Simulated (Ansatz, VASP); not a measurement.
**One calculation of In, two programs**

File INCAR:

```
  PREC = Accurate
  ENCUT = 500
  EDIFF = 1E-6
  ISMEAR = 1
  SIGMA = 0.05
  LREAL = False
  LASPH = True
  NELM = 200
  ALGO = Normal
  ISIF = 2
  LWAVE = False
  LCHARG = True
  ISPIN = 2
  MAGMOM = -0.36
  LORBIT = 11
  GGA = LIBXC
  LIBXC1 = GGA_X_RPBE
  LIBXC2 = GGA_C_LYP
  LELF = True
  LVHAR = True
  NBANDS = 16
  GGA_COMPAT = False
```

KPOINTS

```
Automatic mesh
0
Gamma
  11 11 11
```

The input POSCAR:

```
In
1.0
   -1.6573500545      1.6573500545      2.5222162388
    1.6573500545     -1.6573500545      2.5222162388
    1.6573500545      1.6573500545     -2.5222162388
In
1
Direct
    0.0000000000      0.0000000000      0.0000000000
```

The input input.yaml:

```yaml
crystal:
  lattice:
    - [-1.6573500545, 1.6573500545, 2.5222162388]
    - [1.6573500545, -1.6573500545, 2.5222162388]
    - [1.6573500545, 1.6573500545, -2.5222162388]
  atoms:
    - { symbol: In, position: [0.0, 0.0, 0.0], spin: -0.36 }
kpoints:
  mp_grid: { grid: [11, 11, 11] }
scf:
  occupations: { method: methfessel_paxton, width: 0.05 }
hamiltonian:
  xc: { exchange: rpbe, correlation: lyp }
  pseudopotentials:
    kind: all_electron
    lapw: { basis_error: 0.0005 }
    dirac_shells: { In: ["3p", "3d"] }
magnetization:
  spin_polarized: true
output:
  forces: true
  stress: true
  eigenvalues: true
```

Change from the starting cell: volume scaled by 1.06.

Alike in both runs: task single point; functional rpbe exchange, lyp correlation; k mesh 11 × 11 × 11; occupations methfessel-paxton of order 1, width 0.05 eV; collinear spin.

|  | VASP | Ansatz |
| --- | --- | --- |
| version | VASP 6.6.1 | Ansatz 0.2.0 |
| potentials or method | VASP PAW PBE potentials, release 64 (In_d), cutoff 500 eV | all-electron LAPW, inner shells corrected to Dirac's equation |

|  | VASP | Ansatz | Ansatz less VASP |
| --- | --- | --- | --- |
| gap on the k mesh at the Fermi level (eV) | none | none | - |
| pressure (GPa) | 5.2 | 5.2 | +0.05 |
| traceless stress, the component that is largest in VASP (GPa) | 0.66 | 0.66 | -0.007 |
| net moment per atom (μB) | 0.00 | 0.00 | 0.000 |

VASP's potentials were made for PBE, not for rpbe exchange, lyp correlation. A gap of «none» marks a metal or a gap that the smearing closes. Ansatz ran all-electron here, and VASP with PAW potentials.
